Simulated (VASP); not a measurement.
# Cu (Fm-3m) in VASP: notebook, part 2 of 2

VASP 6.6.1.

## Step 5: Single point, PBEsol

Contents of INCAR:

```
SYSTEM = Cu
ALGO = Normal ; EDIFF = 1E-6
ENCUT = 600 ; GGA = PS
GGA_COMPAT = .FALSE. ; ISIF = 2
ISMEAR = -1 ; LASPH = .TRUE.
LCHARG = .TRUE. ; LELF = .TRUE.
LREAL = .FALSE. ; LVHAR = .TRUE.
LWAVE = .FALSE. ; NBANDS = 12
NELM = 120 ; PREC = Accurate
SIGMA = 0.2
```

Contents of KPOINTS:

```
k-points
0
G
  6 6 6
  0 0 0
```

Contents of POSCAR:

```
Cu
1.0
    0.0000000000      1.8075000000      1.8075000000
    1.8075000000      0.0000000000      1.8075000000
    1.8075000000      1.8075000000      0.0000000000
Cu
1
Direct
    0.0000000000      0.0000000000      0.0000000000
```

Potentials or basis: VASP PAW PBE potentials, release 64 (Cu).

Launch:

```bash
cat potpaw_PBE.64/Cu/POTCAR > POTCAR
mpirun -np 1 vasp_std > vasp.out
```

OUTCAR:

```text
SYSTEM = Cu
   EDIFF = 1E-6
   ENCUT = 600
   GGA = PS
   ISIF = 2
   ISMEAR = -1
   LASPH = .TRUE.
   LREAL = .FALSE.
   NELM = 120
   PREC = Accurate

 ion  position               nearest neighbor table
   1  0.000  0.000  0.000-

  LATTYP: Found a face centered cubic cell.
 ALAT       =     3.6150000000

  Lattice vectors:

 A1 = (   0.0000000000,   1.8075000000,   1.8075000000)
 A2 = (   1.8075000000,   0.0000000000,   1.8075000000)
 A3 = (   1.8075000000,   1.8075000000,   0.0000000000)

Analysis of symmetry for initial positions (statically):
=====================================================================
 Subroutine PRICEL returns:
 Original cell was already a primitive cell.

 Routine SETGRP: Setting up the symmetry group for a
 face centered cubic supercell.

 Subroutine GETGRP returns: Found 48 space group operations
 (whereof 48 operations were pure point group operations)
 out of a pool of 48 trial point group operations.

The static configuration has the point symmetry O_h .

Analysis of symmetry for dynamics (positions and initial velocities):
=====================================================================
 Subroutine PRICEL returns:
 Original cell was already a primitive cell.

 Routine SETGRP: Setting up the symmetry group for a
 face centered cubic supercell.

 Subroutine GETGRP returns: Found 48 space group operations
 (whereof 48 operations were pure point group operations)
 out of a pool of 48 trial point group operations.

The dynamic configuration has the point symmetry O_h .

 Subroutine INISYM returns: Found 48 space group operations
 (whereof 48 operations are pure point group operations),
 and found     1 'primitive' translations

----------------------------------------------------------------------------------------

                                     Primitive cell

  volume of cell :      11.8104

  direct lattice vectors                    reciprocal lattice vectors
     0.000000000  1.807500000  1.807500000    -0.276625173  0.276625173  0.276625173
     1.807500000  0.000000000  1.807500000     0.276625173 -0.276625173  0.276625173
     1.807500000  1.807500000  0.000000000     0.276625173  0.276625173 -0.276625173

  length of vectors
     2.556191014  2.556191014  2.556191014     0.479128854  0.479128854  0.479128854

  position of ions in fractional coordinates (direct lattice)
     0.000000000  0.000000000  0.000000000

  ion indices of the primitive-cell ions
   primitive index   ion index
                 1           1

----------------------------------------------------------------------------------------

 KPOINTS: k-points

Automatic generation of k-mesh.
 Grid dimensions read from file:
 generate k-points for:    6    6    6

 Generating k-lattice:

  Cartesian coordinates                     Fractional coordinates (reciprocal lattice)
    -0.046104195  0.046104195  0.046104195     0.166666667  0.000000000  0.000000000
     0.046104195 -0.046104195  0.046104195     0.000000000  0.166666667  0.000000000
     0.046104195  0.046104195 -0.046104195     0.000000000  0.000000000  0.166666667

  Length of vectors
     0.079854809  0.079854809  0.079854809

  Shift w.r.t. Gamma in fractional coordinates (k-lattice)
     0.000000000  0.000000000  0.000000000

 Subroutine IBZKPT returns following result:
 ===========================================

 Found     16 irreducible k-points:

 Following reciprocal coordinates:
            Coordinates               Weight
  0.000000  0.000000  0.000000      1.000000
  0.166667  0.000000  0.000000      8.000000
  0.333333  0.000000  0.000000      8.000000
  0.500000  0.000000  0.000000      4.000000
  0.166667  0.166667  0.000000      6.000000
  0.333333  0.166667  0.000000     24.000000
[... 8 lines left out ...]
 -0.333333  0.333333  0.166667     24.000000
 -0.333333  0.500000  0.166667     12.000000
   k-points           NKPTS =     16   k-points in BZ     NKDIM =     16   number of bands    NBANDS=     12
   number of dos      NEDOS =    301   number of ions     NIONS =      1
   total plane-waves  NPLWV =   8000
   dimension x,y,z NGX =    20 NGY =   20 NGZ =   20
   dimension x,y,z NGXF=    40 NGYF=   40 NGZF=   40
   ions per type =               1
   NGX,Y,Z   is equivalent  to a cutoff of  13.01, 13.01, 13.01 a.u.
   NGXF,Y,Z  is equivalent  to a cutoff of  26.01, 26.01, 26.01 a.u.
 SYSTEM =  Cu
   PREC   = accura    normal or accurate (medium, high low for compatibility)
   ISTART =      0    job   : 0-new  1-cont  2-samecut
   ICHARG =      2    charge: 1-file 2-atom 10-const
   ISPIN  =      1    spin polarized calculation?
   LNONCOLLINEAR =      F non collinear calculations
   LSORBIT =      F    spin-orbit coupling
   LASPH  =      T    aspherical Exc in radial PAW
   ENCUT  =  600.0 eV  44.10 Ry    6.64 a.u.   5.11  5.11  5.11*2*pi/ulx,y,z
   NELM   =    120;   NELMIN=  2; NELMDL= -5     # of ELM steps
   EDIFF  = 0.1E-05   stopping-criterion for ELM
   LREAL  =      F    real-space projection
   EDIFFG = 0.1E-04   stopping-criterion for IOM
   NSW    =      0    number of steps for IOM
   IBRION =     -1    ionic relax: 0-MD 1-quasi-New 2-CG
   NFREE  =      0    steps in history (QN), initial steepest desc. (CG)
   ISIF   =      2    stress and relaxation
   ISYM   =      2    0-nonsym 1-usesym 2-fastsym
   POTIM  = 0.5000    time-step for ionic-motion
   TEBEG  =    0.0;   TEEND  =   0.0 temperature during run
   PSTRESS=    0.0 pullay stress
   NELECT =      11.0000    total number of electrons
   NUPDOWN=      -1.0000    fix difference up-down
   EMIN   =  10.00;   EMAX   =-10.00  energy-range for DOS
   EFERMI =   0.00;   METHOD = LEGACY
   ISMEAR =    -1;   SIGMA  =   0.20  broadening in eV -4-tet -1-fermi 0-gaus
   EFERMI_NEDOS =   21; number of points for ismear=-14 and -15
   IALGO  =     38    algorithm
   IMIX   =      4    mixing-type and parameters
     AMIX     =   0.40;   BMIX     =  1.00
     AMIX_MAG =   1.60;   BMIX_MAG =  1.00
  volume/ion in A,a.u.               =      11.81        79.70
  Fermi-wavevector in a.u.,A,eV,Ry     =   1.598763  3.021224 34.777078  2.556043
  Thomas-Fermi vector in A             =   2.696162
   LORBIT       =      0    0 simple, 1 ext, 2 COOP (PROOUT), +10 PAW based schemes
   GGA     = PS    functional components
   LHFCALC =     F    Hartree Fock is set to
   AEXX    =    0.0000 exact exchange contribution
   IVDW    =     0    specifies the selected vdW correction
   LEPSILON=     F    determine dielectric tensor
   LRPA    =     F    only Hartree local field effects (RPA)
 non-spin polarized calculation
  energy-cutoff  :      600.00
  volume of cell :       11.81
 maximum number of plane-waves:       411
   NGX = 11   NGY = 11   NGZ = 11

 number of electron      11.0000001 magnetization

 Free energy of the ion-electron system (eV)
  ---------------------------------------------------
  ext. energy  EPLUGINS =         0.00000000
  ---------------------------------------------------
  free energy    TOTEN  =        -4.27418950 eV

  energy without entropy =       -4.21186430  energy(sigma->0) =       -4.24302690

 E-fermi :   7.4168     XC(G=0): -12.9103

 val. band max:        7.2999904787   @ k =   0.5000   0.3333   0.1667
 cond. band min:       7.8463305318   @ k =   0.5000   0.1667   0.0000
 fundamental gap:      0.5463400531
 Fermi energy:         7.4168063247

 k-point     1 :       0.0000    0.0000    0.0000
  band No.  band energies     occupation
      1      -1.9889      2.00000
      2       4.3568      2.00000
      3       4.3568      2.00000
      4       4.3568      2.00000
      5       5.1877      1.99997
      6       5.1877      1.99997
      7      29.9833      0.00000
      8      32.5958      0.00000
      9      32.5958      0.00000
     10      32.5958      0.00000
     11      35.0699      0.00000
     12      35.0699      0.00000
[... 211 lines left out ...]
 k-point    16 :      -0.3333    0.5000    0.1667
  band No.  band energies     occupation
      1       3.0168      2.00000
      2       3.3469      2.00000
      3       4.5547      2.00000
      4       5.3367      1.99994
      5       5.8959      1.99900
      6      11.3931      0.00000
      7      15.0311      0.00000
      8      16.0499      0.00000
      9      17.3723      0.00000
     10      30.9962      0.00000
     11      33.5271      0.00000
     12      40.7696      0.00000

------------------------ aborting loop because EDIFF is reached ----------------------------------------

  FORCE on cell =-STRESS in cart. coord.  units (eV):
  Direction    XX          YY          ZZ          XY          YZ          ZX
  --------------------------------------------------------------------------------------
  -------------------------------------------------------------------------------------
  Total       -0.3366342     -0.3366342     -0.3366342     -0.0000000     -0.0000000      0.0000000
  in kB      -45.6671452    -45.6671452    -45.6671452     -0.0000000     -0.0000000      0.0000000
  external PRESSURE =     -45.6671452 kB  Pullay stress =       0.0000000 kB

 VOLUME and BASIS-vectors are now :
 -----------------------------------------------------------------------------
  energy-cutoff  :      600.00
  volume of cell :       11.81
      direct lattice vectors                 reciprocal lattice vectors
     0.000000000  1.807500000  1.807500000    -0.276625173  0.276625173  0.276625173
     1.807500000  0.000000000  1.807500000     0.276625173 -0.276625173  0.276625173
     1.807500000  1.807500000  0.000000000     0.276625173  0.276625173 -0.276625173

 POSITION                                       TOTAL-FORCE (eV/Angst)
 -----------------------------------------------------------------------------------
      0.00000      0.00000      0.00000        -0.000000      0.000000     -0.000000
 -----------------------------------------------------------------------------------
    total drift:                                0.000000      0.000000      0.000000

  FREE ENERGIE OF THE ION-ELECTRON SYSTEM (eV)
  ---------------------------------------------------
  free  energy   TOTEN  =        -4.2741895021 eV

  energy  without entropy=       -4.2118643013  energy(sigma->0) =       -4.24302690
```

Run time: 2.7 s. Hardware: 1 thread of Intel Xeon 6975P-C, shared host; peak memory 0.12 GiB.

Results:

```
Free energy : -4.2742 eV
Pressure    : -4.6 GPa
```

Caveat: the k points lie up to 0.50 Å⁻¹ apart; the PAW data sets were made with another functional, which shifts forces and pressure a little.

## Step 6: Overview

| level | potentials or basis | gap on the mesh (eV) | pressure (GPa) |
| --- | --- | --- | --- |
| LDA | VASP PAW LDA potentials, release 64 (Cu) | none | -10.5 |
| PBE | VASP PAW PBE potentials, release 64 (Cu) | none | 3.5 |
| RPBE | VASP PAW PBE potentials, release 64 (Cu) | none | 8.5 |
| PBEsol | VASP PAW PBE potentials, release 64 (Cu) | none | -4.6 |

Alike in all rows: task single point; no spin polarisation; cell as given; k mesh 6 × 6 × 6; cutoff (eV) 600; smearing fermi-dirac 0.2 eV.

Caveats: all runs use coarse meshes; the PAW data sets were made with another functional, which shifts forces and pressure a little (some runs).

Absolute energies hang on the potentials; compare differences alone.
